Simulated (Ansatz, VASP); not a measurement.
**Two plane-wave programs on SnS2**

The input INCAR:

```
SYSTEM = SnS2
ALGO = Normal ; EDIFF = 1E-6
ENCUT = 500 ; GGA = PE
GGA_COMPAT = .False. ; ISIF = 2
ISMEAR = 0 ; LASPH = .True.
LCHARG = .False. ; LREAL = .False.
LWAVE = .False. ; NBANDS = 20
NELM = 120 ; PREC = Accurate
SIGMA = 0.01
```

File KPOINTS:

```
k-points
0
Gamma
  6 6 4
  0 0 0
```

The input POSCAR:

```
SnS2
1.0
    3.8383410310      0.0000000000      0.0000000000
   -1.9191705155      3.3241008412      0.0000000000
    0.0000000000      0.0000000000      6.5069113529
Sn S
1 2
Direct
    0.0000000000      0.0000000000      0.0000000000
    0.3333333333      0.6666666667      0.2346534700
    0.6666666667      0.3333333333      0.7653465300
```

Input for Ansatz:

```yaml
crystal:
  lattice:
    - [3.838341031, 0.0, 0.0]
    - [-1.9191705155, 3.3241008412, 0.0]
    - [0.0, 0.0, 6.5069113529]
  atoms:
    - { symbol: Sn, position: [0.0, 0.0, 0.0] }
    - { symbol: S, position: [0.3333333333, 0.6666666667, 0.23465347] }
    - { symbol: S, position: [0.6666666667, 0.3333333333, 0.76534653] }
basis:
  ecutwfc: 420
kpoints:
  mp_grid: { grid: [6, 6, 4] }
hamiltonian:
  xc: pbe
scf:
  occupations: { method: fixed }
output:
  forces: true
  stress: true
  eigenvalues: true
```

Alike in both runs: task single point; functional PBE; k mesh 6 × 6 × 4; no spin polarisation.

|  | VASP | Ansatz |
| --- | --- | --- |
| version | VASP 6.6.1 | Ansatz 0.2.0 |
| potentials or method | VASP PAW PBE potentials, release 64 (Sn_d, S), cutoff 500 eV | scalar-relativistic, plane waves, PAW |
| occupations | gaussian, width 0.01 eV | fixed |
| valence electrons in the cell | 26 | 26 |

```tsv
	VASP	Ansatz	Ansatz less VASP
gap on the k mesh at the Fermi level (eV)	1.28	1.28	+0.003
least direct gap on the mesh (eV)	1.46	1.44	-0.022
pressure (GPa)	-5.4	-5.3	+0.06
traceless stress, the component that is largest in VASP (GPa)	0.73	0.72	-0.012
rms of the force components (eV/Å)	0.385	0.383	-0.0020
```

Atom by atom the forces differ by 0.002 eV/Å (rms over components).
